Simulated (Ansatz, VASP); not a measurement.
# One calculation of Cd3Fe, two programs

```
Cd Fe
1.0
     0.00000    3.36205    3.36205
     3.36205    0.00000    3.36205
     3.36205    3.36205    0.00000
Cd Fe
3 1
Direct
  0.25000 0.25000 0.25000
  0.75000 0.75000 0.75000
  0.50000 0.50000 0.50000
  0.00000 0.00000 0.00000
```

Alike in both runs: task relaxation of cell and atoms; functional PBE; k mesh 12 × 12 × 12; occupations gaussian, width 0.1 eV; no spin polarisation.

```csv
,VASP,Ansatz
version,VASP 6.6.1,Ansatz 0.2.0
potentials or method,"VASP PAW PBE potentials, release 64 (Cd, Fe), cutoff 600 eV","scalar-relativistic, plane waves, PAW"
valence electrons in the cell,44,76
```

|  | VASP | Ansatz | Ansatz less VASP |
| --- | --- | --- | --- |
| gap on the k mesh at the Fermi level, each at its own relaxed structure (eV) | none | none | - |
| relaxed volume (Å³/atom) | 18.19 | 18.09 | -0.099 |
| relaxed length of the cell vector where the two differ most in proportion (Å) | 4.686 | 4.678 | -0.0085 |

A gap of «none» marks a metal or a gap that the smearing closes. VASP's potentials hold 44 valence electrons a cell and Ansatz's 76, so a difference there can come from the potentials and not from the codes.
